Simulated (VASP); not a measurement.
Wanted: the native input for a VASP 6.6.1 run.

```
Task                   : single point
Functional             : r2SCAN
Potentials or basis    : VASP PAW PBE potentials, release 64 (Si, W_sv)
Cutoff                 : 520 eV
k mesh                 : 11 × 11 × 1
Occupations            : fermi-dirac, width 0.025 eV
Spin                   : no spin polarisation
Dipole correction      : yes
Further INCAR settings : ALGO = Normal; EDIFF = 1e-06; NBANDS = 43
```

The system is Si2W, a slab with vacuum.

```
CELL_PARAMETERS angstrom
3.21129 0.00000 0.00000
0.00000 3.21129 0.00000
0.00000 0.00000 25.38287
ATOMIC_POSITIONS crystal
Si 0.00000 0.00000 0.29547
Si 0.00000 0.00000 0.39705
Si 0.50000 0.50000 0.44921
Si 0.50000 0.50000 0.55079
Si 0.00000 0.00000 0.60295
Si 0.00000 0.00000 0.70453
W 0.50000 0.50000 0.34626
W 0.00000 0.00000 0.50000
W 0.50000 0.50000 0.65374
```

These files were run (other wordings do the same):

POSCAR

```
Si2W
1.0
    3.2112931008      0.0000000000      0.0000000000
    0.0000000000      3.2112931008      0.0000000000
    0.0000000000      0.0000000000     25.3828727967
Si W
6 3
Direct
    0.0000000000      0.0000000000      0.2954748290
    0.0000000000      0.0000000000      0.3970494862
    0.5000000000      0.5000000000      0.4492126714
    0.5000000000      0.5000000000      0.5507873286
    0.0000000000      0.0000000000      0.6029505138
    0.0000000000      0.0000000000      0.7045251710
    0.5000000000      0.5000000000      0.3462621576
    0.0000000000      0.0000000000      0.5000000000
    0.5000000000      0.5000000000      0.6537378424
```

INCAR.step1

```
ALGO = Normal
DIPOL = 0.5 0.5 0.500
EDIFF = 1E-4
ENCUT = 520
GGA = PE
IDIPOL = 3
ISMEAR = -1
LASPH = T
LCHARG = F
LDIPOL = T
LREAL = F
LWAVE = T
NBANDS = 43
NELM = 80
PREC = Accurate
SIGMA = 0.025
```

INCAR.step2

```
ALGO = Normal
DIPOL = 0.5 0.5 0.500
EDIFF = 1E-6
ENCUT = 520
IDIPOL = 3
ISIF = 2
ISMEAR = -1
ISTART = 1
LASPH = T
LCHARG = F
LDIPOL = T
LMIXTAU = T
LREAL = F
LWAVE = F
METAGGA = R2SCAN
NBANDS = 43
NELM = 80
PREC = Accurate
SIGMA = 0.025
```

KPOINTS

```
k-points
0
Gamma
  11 11 1
```

Potentials or basis: VASP PAW PBE potentials, release 64 (Si, W_sv).

Run with:

```bash
$ cat potpaw_PBE.64/Si/POTCAR potpaw_PBE.64/W_sv/POTCAR > POTCAR
$ cp INCAR.step1 INCAR
$ mpirun -np 1 vasp_std > vasp.out
$ cp INCAR.step2 INCAR
$ mpirun -np 1 vasp_std > vasp.out
```

Results of the run:

```yaml
Largest_force: 0.438 eV/Å
Band_gap_on_the_k_mesh: zero (bands 33 and 34 overlap by 0.94 eV)
```

Caveat: the PAW data sets were made with another functional, which shifts forces and pressure a little; spin-orbit coupling is left out, which moves the levels of the heavy elements.

Wall time 11 min on 1 thread of AMD EPYC 9R45 (Zen 5), on a shared host, peak memory 0.44 GiB.
